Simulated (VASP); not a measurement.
# TiC: single point with PBE

TiC:

```
Ti C
1.0
     2.97999    0.00000    0.00000
    -1.48999    2.58074    0.00000
     0.00000    0.00000    2.64289
Ti C
1 1
Cartesian
  0.0000 0.0000 1.3214
  0.0000 1.7205 0.0000
```

```json
{"Program": "VASP 6.6.1", "Task": "single point", "Functional": "PBE", "Potentials or basis": "VASP PAW PBE potentials, release 64 (Ti_sv, C)", "Cutoff": "520 eV", "k mesh": "10 × 10 × 10", "Occupations": "fermi-dirac, width 0.05 eV", "Spin": "no spin polarisation", "Dipole correction": "no", "Further INCAR settings": "ALGO = Normal; EDIFF = 1e-07; NBANDS = 15"}
```

| Item | Value |
| --- | --- |
| Pressure | 15.5 GPa |
| Band gap on the k mesh | zero (band 8 reaches 9.38 eV, above the bottom of band 9 at 9.34 eV) |

Stress tensor (GPa, compression positive):
```
14.39  0.00  0.00
 0.00 14.39  0.00
 0.00  0.00 17.58
```

Levels at points of the mesh, in eV from the Fermi level:
```
           k point  band 4  band 5  band 6  band 7  band 8  band 9  band 10  band 11  band 12  band 13
(0.00, 0.00, 0.00)  -32.02  -12.28   -1.70   -1.70   -1.07    2.46     3.62     3.62     6.10     6.10
(0.50, 0.00, 0.00)  -31.96   -9.70   -5.05   -0.84   -0.33    0.28     3.28     3.76     4.06     7.07
(0.50, 0.50, 0.00)  -31.96   -9.70   -5.05   -0.84   -0.33    0.28     3.28     3.76     4.06     7.07
(0.00, 0.00, 0.50)  -32.41   -8.87   -5.83   -0.55   -0.55    1.21     1.21     4.99     4.99     5.07
(0.50, 0.00, 0.50)  -32.51   -8.97   -4.20   -2.61   -2.38    1.63     3.58     4.73     6.12     7.86
(0.50, 0.50, 0.50)  -32.51   -8.97   -4.20   -2.61   -2.38    1.63     3.58     4.73     6.12     7.86
```

Run time: 24 s on 1 thread of Intel(R) Xeon(R) Platinum 8488C (Sapphire Rapids) (shared host), peak memory 0.18 GiB.
